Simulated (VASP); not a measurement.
# LiH (Fm-3m) in VASP: a series of runs, part 2 of 2

VASP 6.6.1.

## 3. Single point, LDA

This run uses another cell than the first one, of 8.96 Å³/atom, 1.019 times its volume.

File INCAR:

```
SYSTEM = LiH
ALGO = Normal
EDIFF = 1E-7
ENCUT = 520
GGA = CA
ISIF = 2
ISMEAR = -1
LASPH = .TRUE.
LCHARG = .FALSE.
LREAL = .FALSE.
LWAVE = .FALSE.
NBANDS = 9
NELM = 100
PREC = Accurate
SIGMA = 0.05
```

File KPOINTS:

```
k-points
0
G
  9 9 9
  0 0 0
```

File POSCAR:

```
LiH
1.0
    0.0000000000      2.0766964161      2.0766964161
    2.0766964161      0.0000000000      2.0766964161
    2.0766964161      2.0766964161      0.0000000000
Li H
1 1
Direct
    0.0000000000      0.0000000000      0.0000000000
    0.5000000000      0.5000000000      0.5000000000
```

Potentials or basis: VASP PAW LDA potentials, release 64 (Li_sv, H).

The run is started by

```console
> cat potpaw_LDA.64/Li_sv/POTCAR potpaw_LDA.64/H/POTCAR > POTCAR
> mpirun -np 1 vasp_std > vasp.out
```

OUTCAR:

```text
SYSTEM = LiH
   EDIFF = 1E-7
   ENCUT = 520
   GGA = CA
   ISIF = 2
   ISMEAR = -1
   LASPH = .TRUE.
   LREAL = .FALSE.
   NELM = 100
   PREC = Accurate

 ion  position               nearest neighbor table
   1  0.000  0.000  0.000-
   2  0.500  0.500  0.500-

  LATTYP: Found a face centered cubic cell.
 ALAT       =     4.1533928322

  Lattice vectors:

 A1 = (   0.0000000000,   2.0766964161,   2.0766964161)
 A2 = (   2.0766964161,   0.0000000000,   2.0766964161)
 A3 = (   2.0766964161,   2.0766964161,   0.0000000000)

Analysis of symmetry for initial positions (statically):
=====================================================================
 Subroutine PRICEL returns:
 Original cell was already a primitive cell.

 Routine SETGRP: Setting up the symmetry group for a
 face centered cubic supercell.

 Subroutine GETGRP returns: Found 48 space group operations
 (whereof 48 operations were pure point group operations)
 out of a pool of 48 trial point group operations.

The static configuration has the point symmetry O_h .

Analysis of symmetry for dynamics (positions and initial velocities):
=====================================================================
 Subroutine PRICEL returns:
 Original cell was already a primitive cell.

 Routine SETGRP: Setting up the symmetry group for a
 face centered cubic supercell.

 Subroutine GETGRP returns: Found 48 space group operations
 (whereof 48 operations were pure point group operations)
 out of a pool of 48 trial point group operations.

The dynamic configuration has the point symmetry O_h .

 Subroutine INISYM returns: Found 48 space group operations
 (whereof 48 operations are pure point group operations),
 and found     1 'primitive' translations

----------------------------------------------------------------------------------------

                                     Primitive cell

  volume of cell :      17.9122

  direct lattice vectors                    reciprocal lattice vectors
     0.000000000  2.076696416  2.076696416    -0.240767016  0.240767016  0.240767016
     2.076696416  0.000000000  2.076696416     0.240767016 -0.240767016  0.240767016
     2.076696416  2.076696416  0.000000000     0.240767016  0.240767016 -0.240767016

  length of vectors
     2.936892237  2.936892237  2.936892237     0.417020705  0.417020705  0.417020705

  position of ions in fractional coordinates (direct lattice)
     0.000000000  0.000000000  0.000000000
     0.500000000  0.500000000  0.500000000

  ion indices of the primitive-cell ions
   primitive index   ion index
                 1           1
                 2           2

----------------------------------------------------------------------------------------

 KPOINTS: k-points

Automatic generation of k-mesh.
 Grid dimensions read from file:
 generate k-points for:    9    9    9

 Generating k-lattice:

  Cartesian coordinates                     Fractional coordinates (reciprocal lattice)
    -0.026751891  0.026751891  0.026751891     0.111111111  0.000000000  0.000000000
     0.026751891 -0.026751891  0.026751891     0.000000000  0.111111111  0.000000000
     0.026751891  0.026751891 -0.026751891     0.000000000  0.000000000  0.111111111

  Length of vectors
     0.046335634  0.046335634  0.046335634

  Shift w.r.t. Gamma in fractional coordinates (k-lattice)
     0.000000000  0.000000000  0.000000000

 Subroutine IBZKPT returns following result:
 ===========================================

 Found     35 irreducible k-points:

 Following reciprocal coordinates:
            Coordinates               Weight
  0.000000  0.000000  0.000000      1.000000
  0.111111  0.000000  0.000000      8.000000
  0.222222  0.000000  0.000000      8.000000
  0.333333  0.000000  0.000000      8.000000
  0.444444  0.000000  0.000000      8.000000
  0.111111  0.111111  0.000000      6.000000
[... 16 lines left out ...]
 -0.333333  0.333333  0.000000     12.000000
  0.444444  0.444444  0.000000      6.000000
 [... further k-points ...]
   k-points           NKPTS =     35   k-points in BZ     NKDIM =     35   number of bands    NBANDS=      9
   number of dos      NEDOS =    301   number of ions     NIONS =      2
   total plane-waves  NPLWV =  13824
   dimension x,y,z NGX =    24 NGY =   24 NGZ =   24
   dimension x,y,z NGXF=    48 NGYF=   48 NGZF=   48
   ions per type =               1   1
   NGX,Y,Z   is equivalent  to a cutoff of  13.59, 13.59, 13.59 a.u.
   NGXF,Y,Z  is equivalent  to a cutoff of  27.17, 27.17, 27.17 a.u.
 SYSTEM =  LiH
   PREC   = accura    normal or accurate (medium, high low for compatibility)
   ISTART =      0    job   : 0-new  1-cont  2-samecut
   ICHARG =      2    charge: 1-file 2-atom 10-const
   ISPIN  =      1    spin polarized calculation?
   LNONCOLLINEAR =      F non collinear calculations
   LSORBIT =      F    spin-orbit coupling
   LASPH  =      T    aspherical Exc in radial PAW
   ENCUT  =  520.0 eV  38.22 Ry    6.18 a.u.   5.46  5.46  5.46*2*pi/ulx,y,z
   NELM   =    100;   NELMIN=  2; NELMDL= -5     # of ELM steps
   EDIFF  = 0.1E-06   stopping-criterion for ELM
   LREAL  =      F    real-space projection
   EDIFFG = 0.1E-05   stopping-criterion for IOM
   NSW    =      0    number of steps for IOM
   IBRION =     -1    ionic relax: 0-MD 1-quasi-New 2-CG
   NFREE  =      0    steps in history (QN), initial steepest desc. (CG)
   ISIF   =      2    stress and relaxation
   ISYM   =      2    0-nonsym 1-usesym 2-fastsym
   POTIM  = 0.5000    time-step for ionic-motion
   TEBEG  =    0.0;   TEEND  =   0.0 temperature during run
   PSTRESS=    0.0 pullay stress
   NELECT =       4.0000    total number of electrons
   NUPDOWN=      -1.0000    fix difference up-down
   EMIN   =  10.00;   EMAX   =-10.00  energy-range for DOS
   EFERMI =   0.00;   METHOD = LEGACY
   ISMEAR =    -1;   SIGMA  =   0.05  broadening in eV -4-tet -1-fermi 0-gaus
   EFERMI_NEDOS =   21; number of points for ismear=-14 and -15
   IALGO  =     38    algorithm
   IMIX   =      4    mixing-type and parameters
     AMIX     =   0.40;   BMIX     =  1.00
     AMIX_MAG =   1.60;   BMIX_MAG =  1.00
  volume/ion in A,a.u.               =       8.96        60.44
  Fermi-wavevector in a.u.,A,eV,Ry     =   0.993219  1.876912 13.421937  0.986485
  Thomas-Fermi vector in A             =   2.125086
   LORBIT       =      0    0 simple, 1 ext, 2 COOP (PROOUT), +10 PAW based schemes
   GGA     = CA    functional components
   LHFCALC =     F    Hartree Fock is set to
   AEXX    =    0.0000 exact exchange contribution
   IVDW    =     0    specifies the selected vdW correction
   LEPSILON=     F    determine dielectric tensor
   LRPA    =     F    only Hartree local field effects (RPA)
 non-spin polarized calculation
  energy-cutoff  :      520.00
  volume of cell :       17.91
 maximum number of plane-waves:       531
 NGX is ok and might be reduce to    24
   NGX = 11   NGY = 11   NGZ = 11

 number of electron       4.0000007 magnetization

 Free energy of the ion-electron system (eV)
  ---------------------------------------------------
  ext. energy  EPLUGINS =         0.00000000
  ---------------------------------------------------
  free energy    TOTEN  =        -6.43921299 eV

  energy without entropy =       -6.43921299  energy(sigma->0) =       -6.43921299

 E-fermi :   0.7183     XC(G=0):  -8.4624

 val. band max:       -0.3440590248   @ k =  -0.4444   0.4444   0.0000
 cond. band min:       2.6221037138   @ k =  -0.4444   0.4444   0.0000
 fundamental gap:      2.9661627386
 Fermi energy:         0.7182680447

 k-point     1 :       0.0000    0.0000    0.0000
  band No.  band energies     occupation
      1     -43.8504      2.00000
      2      -5.4453      2.00000
      3      14.5107      0.00000
      4      16.0921      0.00000
      5      16.0921      0.00000
      6      16.0921      0.00000
      7      20.7244      0.00000
      8      20.7244      0.00000
      9      20.7244      0.00000
[... 265 lines left out ...]
 k-point    24 :       0.4444    0.4444    0.0000
  band No.  band energies     occupation
      1     -43.8057      2.00000
      2      -0.8651      2.00000
      3       3.1739      0.00000
      4       9.7265      0.00000
      5       9.7265      0.00000
      6      12.8590      0.00000
      7      15.2831      0.00000
      8      31.4569      0.00000
      9      31.4624      0.00000

 [... further k-points ...]

------------------------ aborting loop because EDIFF is reached ----------------------------------------

  FORCE on cell =-STRESS in cart. coord.  units (eV):
  Direction    XX          YY          ZZ          XY          YZ          ZX
  --------------------------------------------------------------------------------------
  -------------------------------------------------------------------------------------
  Total       -0.6273049     -0.6273049     -0.6273049      0.0000000     -0.0000000     -0.0000000
  in kB      -56.1099984    -56.1099984    -56.1099984      0.0000000     -0.0000000     -0.0000000
  external PRESSURE =     -56.1099984 kB  Pullay stress =       0.0000000 kB

 VOLUME and BASIS-vectors are now :
 -----------------------------------------------------------------------------
  energy-cutoff  :      520.00
  volume of cell :       17.91
      direct lattice vectors                 reciprocal lattice vectors
     0.000000000  2.076696416  2.076696416    -0.240767016  0.240767016  0.240767016
     2.076696416  0.000000000  2.076696416     0.240767016 -0.240767016  0.240767016
     2.076696416  2.076696416  0.000000000     0.240767016  0.240767016 -0.240767016

 POSITION                                       TOTAL-FORCE (eV/Angst)
 -----------------------------------------------------------------------------------
      0.00000      0.00000      0.00000         0.000000      0.000000      0.000000
      2.07670      2.07670      2.07670        -0.000000     -0.000000     -0.000000
 -----------------------------------------------------------------------------------
    total drift:                                0.000000     -0.000000     -0.000000

  FREE ENERGIE OF THE ION-ELECTRON SYSTEM (eV)
  ---------------------------------------------------
  free  energy   TOTEN  =        -6.4392129926 eV

  energy  without entropy=       -6.4392129926  energy(sigma->0) =       -6.43921299
```

stdout:

```text
POSCAR found type information on POSCAR LiH
 POSCAR found :  2 types and       2 ions
 scaLAPACK will be used
 LDA part: xc-table for (Slater(with rela. corr.)+CA(PZ))
 , standard interpolation
 POSCAR, INCAR and KPOINTS ok, starting setup
 FFT: planning ... GRIDC
 FFT: planning ... GRID_SOFT
 FFT: planning ... GRID
 WAVECAR not read
 entering main loop
```

Run time: 4.7 s. Hardware: 1 thread of Intel Xeon 6975P-C, shared host; peak memory 0.12 GiB.

Results:

```
Free energy            : -6.4392 eV
Band gap on the k mesh : 2.97 eV, direct
```

Levels at points of the mesh, in eV from the valence-band top:
```
           k point  band 1  band 2  band 3  band 4  band 5  band 6
(0.00, 0.00, 0.00)  -43.51   -5.10   14.85   16.44   16.44   16.44
```

Caveat: the cutoff is under 1.25 times the usual one of these potentials, so pressure, stress and relaxed cells hold a basis-set (Pulay) error.

## 4. Single point, RPBE

This run uses another cell than the first one, of 8.45 Å³/atom, 0.962 times its volume.

File INCAR:

```
PREC = Accurate
ENCUT = 520
EDIFF = 1E-6
ISMEAR = 0
SIGMA = 0.1
LREAL = F
LASPH = T
NELM = 100
ALGO = Normal
ISIF = 2
LWAVE = F
LCHARG = T
GGA = RP
LELF = T
LVHAR = T
NBANDS = 9
```

File KPOINTS:

```
regular mesh
0
Gamma
  11 11 11
```

File POSCAR:

```
LiH
1.0
    0.0000000000      2.0367500000      2.0367500000
    2.0367500000      0.0000000000      2.0367500000
    2.0367500000      2.0367500000      0.0000000000
Li H
1 1
Direct
    0.0000000000      0.0000000000      0.0000000000
    0.5000000000      0.5000000000      0.5000000000
```

Potentials or basis: VASP PAW PBE potentials, release 64 (Li_sv, H).

The run is started by

```console
> cat potpaw_PBE.64/Li_sv/POTCAR potpaw_PBE.64/H/POTCAR > POTCAR
> mpirun -np 1 vasp_std > vasp.out
```

Wall time 5.9 s (1 thread of Intel Xeon Platinum 8488C (Sapphire Rapids), shared host); peak memory 0.13 GiB.

Results (log left out):

* Free energy: -6.0198 eV
* Band gap on the k mesh: 3.36 eV, direct

Levels at points of the mesh, in eV from the valence-band top:
```csv
k point,band 1,band 2,band 3,band 4,band 5,band 6,band 7
"(0.00, 0.00, 0.00)",-44.48,-5.15,15.57,17.77,17.77,17.77,22.21
```

Caveat: the cutoff is under 1.25 times the usual one of these potentials, so pressure, stress and relaxed cells hold a basis-set (Pulay) error; the PAW data sets were made with another functional, which shifts forces and pressure a little.

## 5. Summary

```tsv
level	potentials or basis	cell	k mesh	smearing	gap on the mesh (eV)
LDA	VASP PAW LDA potentials, release 64 (Li_sv, H)	a = 2.918 Å, angles 60.0°, 2 atoms	9 × 9 × 9	fermi-dirac 0.05 eV	2.96
LDA	VASP PAW LDA potentials, release 64 (Li_sv, H)	a = 2.937 Å, angles 60.0°, 2 atoms	9 × 9 × 9	fermi-dirac 0.05 eV	2.97
RPBE	VASP PAW PBE potentials, release 64 (Li_sv, H)	a = 2.880 Å, angles 60.0°, 2 atoms	11 × 11 × 11	gaussian 0.1 eV	3.36
```

Alike in all rows: task single point; no spin polarisation; cutoff (eV) 520.

Caveats: the cutoff is under 1.25 times the usual one of these potentials, so pressure, stress and relaxed cells hold a basis-set (Pulay) error; the PAW data sets were made with another functional, which shifts forces and pressure a little (some runs).

Total energies depend on the potentials used, so only differences within one code and one set of settings carry meaning.
